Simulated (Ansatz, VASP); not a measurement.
**TiRe in VASP and in Ansatz**

```
Ti Re
1.0
     3.11800    0.01559    0.01559
     0.01559    3.11800    0.01559
     0.01559    0.01559    3.11800
Ti Re
1 1
Cartesian
  1.5746 1.5746 1.5746
  0.0000 0.0000 0.0000
```

Change from the starting cell: equal xy, yz and zx shear strains of +1 %.

Alike in both runs: task single point; functional PBEsol; k mesh 13 × 13 × 13; occupations fermi-dirac, width 0.05 eV; no spin polarisation.

|  | VASP | Ansatz |
| --- | --- | --- |
| version | VASP 6.6.1 | Ansatz 0.2.0 |
| potentials or method | VASP PAW PBE potentials, release 64 (Ti_sv, Re), cutoff 520 eV | all-electron LAPW, scalar-relativistic |

```tsv
	VASP	Ansatz	Ansatz less VASP
pressure (GPa)	-7.9	-7.7	+0.20
traceless stress, the component that is largest in VASP (GPa)	-0.60	-0.60	-0.003
```

VASP's potentials were made for PBE, not for PBEsol. Ansatz ran all-electron here, and VASP with PAW potentials.

Neither program's run includes spin-orbit coupling.
